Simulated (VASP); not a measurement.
Here is a VASP 6.6.1 calculation.

INCAR

```
SYSTEM = WC
PREC = Accurate
ENCUT = 520
EDIFF = 1E-6
ISMEAR = 0
SIGMA = 0.15
LREAL = .False.
LASPH = .True.
NELM = 80
ALGO = Normal
ISIF = 2
LWAVE = .False.
LCHARG = .False.
GGA = PS
NBANDS = 16
```

KPOINTS

```
regular mesh
0
Gamma
  24 24 24
  0 0 0
```

Contents of POSCAR:

```
WC
1.0
    0.0000000000      2.1726853743      2.1726853743
    2.1292316668      0.0000000000      2.1726853743
    2.1292316668      2.1726853743      0.0000000000
W C
1 1
Direct
    0.0000000000      0.0000000000      0.0000000000
    0.5000000000      0.5000000000      0.5000000000
```

Potentials or basis: VASP PAW PBE potentials, release 64 (W_sv, C).

Launch:

```console
$ cat potpaw_PBE.64/W_sv/POTCAR potpaw_PBE.64/C/POTCAR > POTCAR
$ mpirun -np 1 vasp_std > vasp.out
```

Problem. Estimate the band gap on the k mesh.

Solution. Zero (bands 9 and 10 overlap by 3.28 eV).

Problem. What does it give for the pressure?

Solution. 9.8 GPa.

Stress tensor (GPa, compression positive):
```
19.42  0.00  0.00
 0.00  5.03  0.00
 0.00  0.00  5.03
```

Caveat: the cell differs from its parent crystal (strain -0.0200 x Voigt [1, 0, 0, 0, 0, 0]); the cell stands under pressure; the PAW data sets were made with another functional, which shifts forces and pressure a little; spin-orbit coupling is left out, which moves the levels of the heavy elements.
